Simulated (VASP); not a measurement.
The system is Ta2NbO2.

```
Ta Nb O
1.0
     4.59559    0.00000    0.00000
    -2.29779    3.97989    0.00000
     0.00000    0.00000    3.97145
Ta Nb O
2 1 2
Direct
  0.33333 0.66667 0.50000
  0.66667 0.33333 0.50000
  0.00000 0.00000 0.00000
  0.33333 0.66667 0.00000
  0.66667 0.33333 0.00000
```

Base run:

* Program: VASP 6.6.1
* Functional: PBE
* Potentials or basis: VASP PAW PBE potentials, release 64 (Ta_sv_GW, Nb_sv, O)
* Cutoff: 600 eV
* k mesh: 6 × 6 × 6
* Occupations: gaussian, width 0.1 eV
* Spin: no spin polarisation

Its results: pressure -0.2 GPa.

The run is repeated on the same cell with these changes: potentials or basis from VASP PAW PBE potentials, release 64 (Ta_sv_GW, Nb_sv, O) to VASP PAW PBE potentials, release 64 (Ta_pv, Nb_sv, O); cutoff from 600 eV to 520 eV; further incar settings from ALGO = Normal; EDIFF = 1e-06; NBANDS = 34 to ALGO = Normal; EDIFF = 1e-06; NBANDS = 32; valence electrons from 51 to 47. What comes out?

Pressure 0.3 GPa.

Caveats: an odd number of electrons without spin polarisation forces a metal; a magnetic or distorted state may lie lower.
